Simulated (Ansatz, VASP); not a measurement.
Two plane-wave programs on ZnS

```xyz
2
Lattice="0.0000 2.6937 2.6937 2.6937 0.0000 2.6937 2.6937 2.6937 0.0000" Properties=species:S:1:pos:R:3 pbc="T T T"
Zn    0.0000    0.0000    0.0000
S     1.3468    1.3468    1.3468
```

Alike in both runs: task single point; functional PBE; k mesh 6 × 6 × 6; no spin polarisation.

|  | VASP | Ansatz |
| --- | --- | --- |
| version | VASP 6.6.1 | Ansatz 0.2.0 |
| potentials or method | VASP PAW PBE potentials, release 64 (Zn, S), cutoff 500 eV | scalar-relativistic, plane waves, PAW |
| occupations | tetrahedron | tetrahedron-uncorrected |
| valence electrons in the cell | 18 | 18 |

Ansatz gave:

| Item | Value |
| --- | --- |
| gap on the k mesh at the Fermi level (eV) | 2.15 |
| least direct gap on the mesh (eV) | 2.15 |
| pressure (GPa) | 2.3 |

Question: Estimate VASP's values.

Answer: gap on the k mesh at the Fermi level (eV): 2.15; least direct gap on the mesh (eV): 2.15; pressure (GPa): 2.5.

Ansatz's warnings: band table not solved further.
